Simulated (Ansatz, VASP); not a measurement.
# One calculation of FeCo, two programs

```xyz
2
Lattice="2.7837 0.0000 0.0000 0.0000 2.7837 0.0000 0.0000 0.0000 2.7837" Properties=species:S:1:pos:R:3 pbc="T T T"
Fe    1.3919    1.3919    1.3919
Co    0.0000    0.0000    0.0000
```

Alike in both runs: task single point; functional LDA; k mesh 16 × 16 × 16; occupations gaussian, width 0.05 eV; collinear spin.

|  | VASP | Ansatz |
| --- | --- | --- |
| version | VASP 6.6.1 | Ansatz 0.2.0 |
| potentials or method | VASP PAW LDA potentials, release 64 (Fe, Co), cutoff 600 eV | scalar-relativistic, plane waves, PAW |
| valence electrons in the cell | 17 | 33 |

```tsv
	VASP	Ansatz	Ansatz less VASP
gap on the k mesh at the Fermi level (eV)	none	none	-
pressure (GPa)	-5.7	-4.8	+0.89
net moment per atom (μB)	2.16	2.18	+0.020
size of the moment on the site where the two differ most (μB)	1.70	1.76	+0.061
```

LDA's correlation is that of Perdew and Zunger in VASP and of Perdew and Wang (1992) in Ansatz. Site moments also hang on the region over which each program counts them. A gap of «none» marks a metal or a gap that the smearing closes. VASP's potentials hold 17 valence electrons a cell and Ansatz's 33, so a difference there can come from the potentials and not from the codes.
